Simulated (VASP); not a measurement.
Set up this calculation in VASP 6.6.1, as the native input.

| Property | Result |
| --- | --- |
| Task | single point |
| Functional | PBE |
| Potentials or basis | VASP PAW PBE potentials, release 64 (Fe) |
| Cutoff | 520 eV |
| k mesh | 27 × 27 × 27 |
| Occupations | fermi-dirac, width 0.0612256 eV |
| Spin | no spin polarisation |
| Dipole correction | no |
| Further INCAR settings | ALGO = Normal; EDIFF = 1e-06; NBANDS = 10 |

The structure of Fe lies in POSCAR:

```
Fe
1.0
    0.0000000000      1.7134671852      1.7134671852
    1.7134671852      0.0000000000      1.7134671852
    1.7134671852      1.7134671852      0.0000000000
Fe
1
Direct
    0.0000000000      0.0000000000      0.0000000000
```

The input as run:

INCAR

```
PREC = Accurate
ENCUT = 520
EDIFF = 1E-6
ISMEAR = -1
SIGMA = 0.06122561905347299
LREAL = F
LASPH = T
NELM = 80
ALGO = Normal
ISIF = 2
LWAVE = F
LCHARG = F
GGA = PE
NBANDS = 10
```

KPOINTS

```
regular mesh
0
Gamma
  27 27 27
```

Potentials or basis: VASP PAW PBE potentials, release 64 (Fe).

The run is started by

```console
$ cat potpaw_PBE.64/Fe/POTCAR > POTCAR
$ mpirun -np 1 vasp_std > vasp.out
```

Results of the run:

| Quantity | Value |
| --- | --- |
| Pressure | 5.2 GPa |
| Band gap on the k mesh | zero (band 4 reaches 8.28 eV, above the bottom of band 5 at 6.17 eV) |

Caveat: the run has no spin polarisation, though such a crystal can be magnetic.

Run time: 79 s on 1 thread of Intel Xeon 6975P-C, with other jobs on the host, peak memory 0.17 GiB.
